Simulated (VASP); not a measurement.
# NaCl (Pm-3m) in VASP: density of states with PBE

Aim: the density of states of NaCl with PBE.

All numbers are computed with VASP 6.6.1; they aren't measurements. Logs are shortened: lines on timing, memory, paths and dates and some standing lists are left out, and cuts for length are marked.

### Step 1. The cell of the first run

The structure is cubic, space group Pm-3m (No. 221). The conventional cell has a = 3.505 Å, b = 3.505 Å, c = 3.505 Å, α = 90.00°, β = 90.00°, γ = 90.00°. Na (site symmetry m-3m) has 8 Cl at 3.04 Å and 6 Na at 3.51 Å within 4.0 Å. Cl (site symmetry m-3m) has 8 Na at 3.04 Å and 6 Cl at 3.51 Å within 4.0 Å.

### Step 2. Density of states, PBE

File POSCAR:

```
NaCl
1.0
    3.5050044875      0.0000000000      0.0000000000
    0.0000000000      3.5050044875      0.0000000000
    0.0000000000      0.0000000000      3.5050044875
Na Cl
1 1
Direct
    0.0000000000      0.0000000000      0.0000000000
    0.5000000000      0.5000000000      0.5000000000
```

File INCAR.step1:

```
SYSTEM = NaCl
ALGO = Normal
EDIFF = 1E-7
ENCUT = 520
GGA = PE
ISIF = 2
ISMEAR = 0
LASPH = .True.
LCHARG = .True.
LREAL = .False.
LWAVE = .False.
NBANDS = 14
NELM = 60
PREC = Accurate
SIGMA = 0.02
```

File KPOINTS.step1:

```
k-points
0
Gamma
  6 6 6
  0 0 0
```

File INCAR.step2:

```
SYSTEM = NaCl
ALGO = Normal
EDIFF = 1E-7
ENCUT = 520
GGA = PE
ICHARG = 11
ISIF = 2
ISMEAR = -5
LASPH = .True.
LCHARG = .False.
LORBIT = 11
LREAL = .False.
LWAVE = .False.
NBANDS = 14
NEDOS = 1001
NELM = 60
PREC = Accurate
SIGMA = 0.02
```

File KPOINTS.step2:

```
k-points
0
Gamma
  9 9 9
  0 0 0
```

Potentials or basis: VASP PAW PBE potentials, release 64 (Na_pv, Cl).

Launch:

```
> cat potpaw_PBE.64/Na_pv/POTCAR potpaw_PBE.64/Cl/POTCAR > POTCAR
> cp INCAR.step1 INCAR
> cp KPOINTS.step1 KPOINTS
> mpirun -np 1 vasp_std > vasp.out
> cp INCAR.step2 INCAR
> cp KPOINTS.step2 KPOINTS
> mpirun -np 1 vasp_std > vasp.out
```

OUTCAR:

```text
SYSTEM = NaCl
   EDIFF = 1E-7
   ENCUT = 520
   GGA = PE
   ICHARG = 11
   ISIF = 2
   ISMEAR = -5
   LASPH = .True.
   LORBIT = 11
   LREAL = .False.
   NELM = 60
   PREC = Accurate

 ion  position               nearest neighbor table
   1  0.000  0.000  0.000-
   2  0.500  0.500  0.500-

  LATTYP: Found a simple cubic cell.
 ALAT       =     3.5050044875

  Lattice vectors:

 A1 = (   3.5050044875,   0.0000000000,   0.0000000000)
 A2 = (   0.0000000000,   3.5050044875,   0.0000000000)
 A3 = (   0.0000000000,   0.0000000000,   3.5050044875)

Analysis of symmetry for initial positions (statically):
=====================================================================
 Subroutine PRICEL returns:
 Original cell was already a primitive cell.

 Routine SETGRP: Setting up the symmetry group for a
 simple cubic supercell.

 Subroutine GETGRP returns: Found 48 space group operations
 (whereof 48 operations were pure point group operations)
 out of a pool of 48 trial point group operations.

The static configuration has the point symmetry O_h .

Analysis of symmetry for dynamics (positions and initial velocities):
=====================================================================
 Subroutine PRICEL returns:
 Original cell was already a primitive cell.

 Routine SETGRP: Setting up the symmetry group for a
 simple cubic supercell.

 Subroutine GETGRP returns: Found 48 space group operations
 (whereof 48 operations were pure point group operations)
 out of a pool of 48 trial point group operations.

The dynamic configuration has the point symmetry O_h .

 Subroutine INISYM returns: Found 48 space group operations
 (whereof 48 operations are pure point group operations),
 and found     1 'primitive' translations

----------------------------------------------------------------------------------------

                                     Primitive cell

  volume of cell :      43.0592

  direct lattice vectors                    reciprocal lattice vectors
     3.505004487  0.000000000  0.000000000     0.285306339  0.000000000  0.000000000
     0.000000000  3.505004487  0.000000000     0.000000000  0.285306339  0.000000000
     0.000000000  0.000000000  3.505004487     0.000000000  0.000000000  0.285306339

  length of vectors
     3.505004487  3.505004487  3.505004487     0.285306339  0.285306339  0.285306339

  position of ions in fractional coordinates (direct lattice)
     0.000000000  0.000000000  0.000000000
     0.500000000  0.500000000  0.500000000

  ion indices of the primitive-cell ions
   primitive index   ion index
                 1           1
                 2           2

----------------------------------------------------------------------------------------

 KPOINTS: k-points

Automatic generation of k-mesh.
 Grid dimensions read from file:
 generate k-points for:    9    9    9

 Generating k-lattice:

  Cartesian coordinates                     Fractional coordinates (reciprocal lattice)
     0.031700704  0.000000000  0.000000000     0.111111111  0.000000000  0.000000000
     0.000000000  0.031700704  0.000000000     0.000000000  0.111111111  0.000000000
     0.000000000  0.000000000  0.031700704     0.000000000  0.000000000  0.111111111

  Length of vectors
     0.031700704  0.031700704  0.031700704

  Shift w.r.t. Gamma in fractional coordinates (k-lattice)
     0.000000000  0.000000000  0.000000000

 TETIRR: Found    353 inequivalent tetrahedra from     4374

 Subroutine IBZKPT returns following result:
 ===========================================

 Found     35 irreducible k-points:

 Following reciprocal coordinates:
            Coordinates               Weight
  0.000000  0.000000  0.000000      1.000000
  0.111111  0.000000  0.000000      6.000000
  0.222222  0.000000  0.000000      6.000000
  0.333333  0.000000  0.000000      6.000000
  0.444444  0.000000  0.000000      6.000000
  0.111111  0.111111  0.000000     12.000000
[... 16 lines left out ...]
  0.333333  0.333333  0.111111     24.000000
  0.444444  0.333333  0.111111     48.000000
 [... further k-points ...]
   k-points           NKPTS =     35   k-points in BZ     NKDIM =     35   number of bands    NBANDS=     14
   number of dos      NEDOS =   1001   number of ions     NIONS =      2
   total plane-waves  NPLWV =  21952
   dimension x,y,z NGX =    28 NGY =   28 NGZ =   28
   dimension x,y,z NGXF=    56 NGYF=   56 NGZF=   56
   ions per type =               1   1
   NGX,Y,Z   is equivalent  to a cutoff of  13.28, 13.28, 13.28 a.u.
   NGXF,Y,Z  is equivalent  to a cutoff of  26.56, 26.56, 26.56 a.u.
 SYSTEM =  NaCl
   PREC   = accura    normal or accurate (medium, high low for compatibility)
   ISTART =      0    job   : 0-new  1-cont  2-samecut
   ICHARG =     11    charge: 1-file 2-atom 10-const
   ISPIN  =      1    spin polarized calculation?
   LNONCOLLINEAR =      F non collinear calculations
   LSORBIT =      F    spin-orbit coupling
   LASPH  =      T    aspherical Exc in radial PAW
   ENCUT  =  520.0 eV  38.22 Ry    6.18 a.u.   6.52  6.52  6.52*2*pi/ulx,y,z
   NELM   =     60;   NELMIN=  2; NELMDL=  0     # of ELM steps
   EDIFF  = 0.1E-06   stopping-criterion for ELM
   LREAL  =      F    real-space projection
   EDIFFG = 0.1E-05   stopping-criterion for IOM
   NSW    =      0    number of steps for IOM
   IBRION =     -1    ionic relax: 0-MD 1-quasi-New 2-CG
   NFREE  =      0    steps in history (QN), initial steepest desc. (CG)
   ISIF   =      2    stress and relaxation
   ISYM   =      2    0-nonsym 1-usesym 2-fastsym
   POTIM  = 0.5000    time-step for ionic-motion
   TEBEG  =    0.0;   TEEND  =   0.0 temperature during run
   PSTRESS=    0.0 pullay stress
   NELECT =      14.0000    total number of electrons
   NUPDOWN=      -1.0000    fix difference up-down
   EMIN   =  10.00;   EMAX   =-10.00  energy-range for DOS
   EFERMI =   0.00;   METHOD = LEGACY
   ISMEAR =    -5;   SIGMA  =   0.02  broadening in eV -4-tet -1-fermi 0-gaus
   EFERMI_NEDOS =   21; number of points for ismear=-14 and -15
   IALGO  =     38    algorithm
   IMIX   =      4    mixing-type and parameters
     AMIX     =   0.40;   BMIX     =  1.00
     AMIX_MAG =   1.60;   BMIX_MAG =  1.00
  volume/ion in A,a.u.               =      21.53       145.29
  Fermi-wavevector in a.u.,A,eV,Ry     =   1.125716  2.127295 17.241807  1.267237
  Thomas-Fermi vector in A             =   2.262395
   LORBIT       =     11    0 simple, 1 ext, 2 COOP (PROOUT), +10 PAW based schemes
   GGA     = PE    functional components
   LHFCALC =     F    Hartree Fock is set to
   AEXX    =    0.0000 exact exchange contribution
   IVDW    =     0    specifies the selected vdW correction
   LEPSILON=     F    determine dielectric tensor
   LRPA    =     F    only Hartree local field effects (RPA)
 non-spin polarized calculation
 Fermi weights with tetrahedron method with Bloechl corrections
  energy-cutoff  :      520.00
  volume of cell :       43.06
 maximum number of plane-waves:      1189
 NGX is ok and might be reduce to    28

 number of electron      13.9999981 magnetization

 Free energy of the ion-electron system (eV)
  ---------------------------------------------------
  ext. energy  EPLUGINS =         0.00000000
  ---------------------------------------------------
  free energy    TOTEN  =        -6.46877882 eV

  energy without entropy =       -6.46877882  energy(sigma->0) =       -6.46877882

 E-fermi :   0.4160     XC(G=0):  -8.4221

 val. band max:        0.3921624619   @ k =   0.4444   0.4444   0.0000
 cond. band min:       4.3787015434   @ k =   0.0000   0.0000   0.0000
 fundamental gap:      3.9865390815
 Fermi energy:         0.4160314543

 k-point     1 :       0.0000    0.0000    0.0000
  band No.  band energies     occupation
      1     -21.6686      2.00000
      2     -21.6686      2.00000
      3     -21.6686      2.00000
      4     -12.9597      2.00000
      5      -0.0803      2.00000
      6      -0.0803      2.00000
      7      -0.0803      2.00000
      8       4.3787      0.00000
      9       8.9899      0.00000
     10       8.9899      0.00000
     11      16.0735      0.00000
     12      16.0736      0.00000
     13      16.0753      0.00000
     14      16.3125      0.00000

 k-point     2 :       0.1111    0.0000    0.0000
  band No.  band energies     occupation
      1     -21.6733      2.00000
      2     -21.6682      2.00000
      3     -21.6682      2.00000
      4     -12.9209      2.00000
      5      -0.4777      2.00000
      6      -0.0542      2.00000
      7      -0.0542      2.00000
      8       4.7414      0.00000
      9       9.1251      0.00000
     10       9.2554      0.00000
     11      14.8934      0.00000
     12      14.8934      0.00000
     13      15.7174      0.00000
     14      16.4062      0.00000

 k-point     3 :       0.2222    0.0000    0.0000
  band No.  band energies     occupation
      1     -21.6853      2.00000
      2     -21.6671      2.00000
      3     -21.6671      2.00000
      4     -12.8198      2.00000
      5      -1.2909      2.00000
      6       0.0132      2.00000
      7       0.0132      2.00000
      8       5.5170      0.00000
      9       9.5221      0.00000
     10       9.7270      0.00000
     11      13.6917      0.00000
     12      13.6917      0.00000
     13      15.4104      0.00000
     14      16.5404      0.00000
[... 324 lines left out ...]
 k-point    23 :       0.3333    0.3333    0.1111
  band No.  band energies     occupation
      1     -21.6936      2.00000
      2     -21.6917      2.00000
      3     -21.6675      2.00000
      4     -12.4558      2.00000
      5      -1.6473      2.00000
      6      -1.4426      2.00000
      7      -0.0028      2.00000
      8       7.1084      0.00000
      9       9.1009      0.00000
     10      10.6040      0.00000
     11      11.9265      0.00000
     12      13.2775      0.00000
     13      13.7357      0.00000
     14      17.2882      0.00000

 k-point    24 :       0.4444    0.3333    0.1111
  band No.  band energies     occupation
      1     -21.7005      2.00000
      2     -21.6910      2.00000
      3     -21.6667      2.00000
      4     -12.3896      2.00000
      5      -1.9339      2.00000
      6      -1.3998      2.00000
      7       0.0637      2.00000
      8       6.7766      0.00000
      9       9.4433      0.00000
     10      10.3568      0.00000
     11      11.7754      0.00000
     12      13.6388      0.00000
     13      13.7710      0.00000
     14      17.3835      0.00000

 [... further k-points ...]
[... 5 lines left out ...]
  --------------------------------------------------------------------------------------
  -------------------------------------------------------------------------------------
  Total       -0.0052621     -0.0052621     -0.0052621      0.0000000      0.0000000      0.0000000
  in kB       -0.1957964     -0.1957964     -0.1957964      0.0000000      0.0000000      0.0000000
  external PRESSURE =      -0.1957964 kB  Pullay stress =       0.0000000 kB

 VOLUME and BASIS-vectors are now :
 -----------------------------------------------------------------------------
  energy-cutoff  :      520.00
  volume of cell :       43.06
      direct lattice vectors                 reciprocal lattice vectors
     3.505004487  0.000000000  0.000000000     0.285306339  0.000000000  0.000000000
     0.000000000  3.505004487  0.000000000     0.000000000  0.285306339  0.000000000
     0.000000000  0.000000000  3.505004487     0.000000000  0.000000000  0.285306339

 POSITION                                       TOTAL-FORCE (eV/Angst)
 -----------------------------------------------------------------------------------
      0.00000      0.00000      0.00000         0.000000      0.000000      0.000000
      1.75250      1.75250      1.75250         0.000000      0.000000      0.000000
 -----------------------------------------------------------------------------------
    total drift:                                0.000000      0.000000      0.000000

  FREE ENERGIE OF THE ION-ELECTRON SYSTEM (eV)
  ---------------------------------------------------
  free  energy   TOTEN  =        -6.4687788189 eV

  energy  without entropy=       -6.4687788189  energy(sigma->0) =       -6.46877882

 total charge

# of ion       s       p       d       tot
------------------------------------------
    1        0.034   5.969   0.000   6.003
    2        1.592   3.564   0.000   5.156
--------------------------------------------------
tot          1.626   9.533   0.000  11.159
```

Run time: 15 s. Hardware: 1 thread of AMD EPYC 9R45 (Zen 5), shared host; peak memory 0.12 GiB.

Results:

```yaml
Valence_electrons_inside_the_program's_atomic_spheres: Na 6.00; Cl 5.16
```
